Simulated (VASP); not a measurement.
Input of a VASP 6.6.1 run:

INCAR

```
PREC = Accurate ; ENCUT = 520
EDIFF = 1E-6 ; ISMEAR = 0
SIGMA = 0.15 ; LREAL = F
LASPH = T ; NELM = 80
ALGO = Normal ; ISIF = 2
LWAVE = F ; LCHARG = F
GGA = PE ; NBANDS = 16
```

File KPOINTS:

```
Automatic mesh
0
Gamma
  12 12 12
```

Contents of POSCAR:

```
CoSi2
1.0
    0.0000000000      2.7114004273      2.6177282631
    2.7114004273      0.0000000000      2.6177282631
    2.7114004273      2.7114004273      0.0000000000
Co Si
1 2
Direct
    0.0000000000      0.0000000000      0.0000000000
    0.2270537489      0.2270537489      0.2729462511
    0.7729462511      0.7729462511      0.7270537489
```

Potentials or basis: VASP PAW PBE potentials, release 64 (Co, Si).

Run with:

```console
$ cat potpaw_PBE.64/Co/POTCAR potpaw_PBE.64/Si/POTCAR > POTCAR
$ mpirun -np 1 vasp_std > vasp.out
```

Task: Estimate the pressure.

Result: 2.6 GPa.

Task: Predict the largest force.

Result: 1.723 eV/Å.

Stress tensor (GPa, compression positive):
```
-0.01  8.37  0.00
 8.37 -0.01  0.00
 0.00  0.00  7.94
```

Caveat: forces of over 1 eV/Å act on the atoms, so gaps and moduli don't describe the material at rest. Spin polarisation is off, so any magnetic state and its effect on volume and gap are missing.
